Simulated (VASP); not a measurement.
LiCl: single point with PBE-based screened hybrid

LiCl:

```
Cl Li
1.0
     0.00000    2.56477    2.56477
     2.56477    0.00000    2.56477
     2.56477    2.56477    0.00000
Cl Li
1 1
Direct
  0.50000 0.50000 0.50000
  0.00000 0.00000 0.00000
```

```
Program                            : VASP 6.6.1
Task                               : single point
Functional                         : PBE-based screened hybrid
Potentials or basis                : VASP PAW PBE potentials, release 64 (Cl, Li_sv)
Cutoff                             : 520 eV
k mesh                             : 5 × 5 × 5
Occupations                        : fermi-dirac, width 0.05 eV
Spin                               : no spin polarisation
Dipole correction                  : no
Grid for exact exchange (PRECFOCK) : Normal
Share of exact exchange            : 0.4
Further INCAR settings             : ALGO = Normal; EDIFF = 1e-07; NBANDS = 12
Screening parameter                : 0.2 1/Å
```

| Property | Result |
| --- | --- |
| Band gap on the k mesh | 8.62 eV, direct |

Levels at points of the mesh, in eV from the valence-band top:
```tsv
k point	band 3	band 4	band 5	band 6	band 7	band 8
(0.00, 0.00, 0.00)	0.00	0.00	0.00	8.62	14.43	14.43
```

It used 860 s of CPU time on 1 thread of AMD EPYC 7R13 Processor (Zen 3), with other jobs on the host.

Caveat: the k points lie up to 0.42 Å⁻¹ apart.
